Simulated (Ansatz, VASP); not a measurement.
**Two plane-wave programs on ZnO**

Contents of INCAR:

```
PREC     = Accurate       # precision mode
ENCUT    = 520            # plane-wave cutoff, eV
EDIFF    = 1E-7           # SCF threshold, eV
ISMEAR   = 0              # smearing method
SIGMA    = 0.01           # smearing width, eV
LREAL    = F              # projectors in reciprocal space
LASPH    = T              # aspherical terms in the spheres
NELM     = 80             # most SCF steps
ALGO     = Normal         # electronic algorithm
ISIF     = 2              # what is computed and relaxed
LWAVE    = F              # write WAVECAR
LCHARG   = T              # write CHGCAR
GGA      = PE             # functional
LELF     = T              # ELF
LVHAR    = T            
NBANDS   = 26             # bands
```

Contents of KPOINTS:

```
regular mesh
0
Gamma
  12 12 6
```

POSCAR

```
ZnO
1.0
    2.9768605358      0.0000000000      0.0000000000
   -1.4884302679      2.5780368475      0.0000000000
    0.0000000000      0.0000000000      5.1256341728
Zn O
2 2
Direct
    0.0000000000      0.0000000000      0.0000000000
    0.0000000000      0.0000000000      0.5000000000
    0.3333333333      0.6666666667      0.2500000000
    0.6666666667      0.3333333333      0.7500000000
```

Input for Ansatz:

```yaml
crystal:
  lattice:
    - [2.9768605358, 0.0, 0.0]
    - [-1.4884302679, 2.5780368475, 0.0]
    - [0.0, 0.0, 5.1256341728]
  atoms:
    - { symbol: Zn, position: [0.0, 0.0, 0.0] }
    - { symbol: Zn, position: [0.0, 0.0, 0.5] }
    - { symbol: O, position: [0.3333333333, 0.6666666667, 0.25] }
    - { symbol: O, position: [0.6666666667, 0.3333333333, 0.75] }
kpoints:
  mp_grid: { grid: [12, 12, 6] }
  band_path:
    path:
      - [0.0, 0.0, 0.0]
      - [0.5, 0.0, 0.0]
      - [0.3333333333, 0.3333333333, 0.0]
      - [0.0, 0.0, 0.5]
      - [0.5, 0.0, 0.5]
      - [0.3333333333, 0.3333333333, 0.5]
    npoints: 1
hamiltonian:
  xc: pbe
scf:
  occupations: { method: fixed }
  n_extra_bands: 5
output:
  forces: true
  stress: true
  eigenvalues: true
```

Alike in both runs: task single point; functional PBE; k mesh 12 × 12 × 6; no spin polarisation.

```csv
,VASP,Ansatz
version,VASP 6.6.1,Ansatz 0.2.0
potentials or method,"VASP PAW PBE potentials, release 64 (Zn, O)","plane waves, PAW"
plane-wave cutoff (eV),520,420
occupations,"gaussian, width 0.01 eV",fixed
valence electrons in the cell,36,36
```

VASP gave:

```
gap on the k mesh at the Fermi level (eV)                     : 0.73
pressure (GPa)                                                : 9.1
traceless stress, the component that is largest in VASP (GPa) : 0.35
```

Q: What did Ansatz give for the same quantities?

A: gap on the k mesh at the Fermi level (eV): 0.75; pressure (GPa): 8.0; traceless stress, the component that is largest in VASP (GPa): 0.27.
